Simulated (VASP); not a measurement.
Here is a VASP 6.6.1 calculation.

The input POSCAR:

```
SnSe
1.0
    0.0000000000      2.9848893437      2.9848893437
    2.9848893437      0.0000000000      2.9848893437
    2.9848893437      2.9848893437      0.0000000000
Sn Se
1 1
Direct
    0.0000000000      0.0000000000      0.0000000000
    0.5000000000      0.5000000000      0.5000000000
```

INCAR.step1

```
  ALGO = Normal
  EDIFF = 1E-4
  ENCUT = 520
  GGA = PE
  ISMEAR = 0
  LASPH = T
  LCHARG = F
  LREAL = F
  LWAVE = T
  NBANDS = 17
  NELM = 60
  PREC = Accurate
  SIGMA = 0.01
```

INCAR.step2

```
  ALGO = Normal
  EDIFF = 1E-6
  ENCUT = 520
  ISIF = 2
  ISMEAR = 0
  ISTART = 1
  LASPH = T
  LCHARG = F
  LMIXTAU = T
  LREAL = F
  LWAVE = F
  METAGGA = R2SCAN
  NBANDS = 17
  NELM = 60
  PREC = Accurate
  SIGMA = 0.01
```

KPOINTS

```
k-points
0
Gamma
  6 6 6
```

Potentials or basis: VASP PAW PBE potentials, release 64 (Sn_d, Se).

Run with:

```console
$ cat potpaw_PBE.64/Sn_d/POTCAR potpaw_PBE.64/Se/POTCAR > POTCAR
$ cp INCAR.step1 INCAR
$ mpirun -np 1 vasp_std > vasp.out
$ cp INCAR.step2 INCAR
$ mpirun -np 1 vasp_std > vasp.out
```

(1) Estimate the pressure.

(2) Predict the band gap on the k mesh.

## Answers

(1) 0.9 GPa.

(2) 0.57 eV, direct.

Caveat: the PAW data sets were made with another functional, which shifts forces and pressure a little; spin-orbit coupling is left out, which moves the levels of the heavy elements.
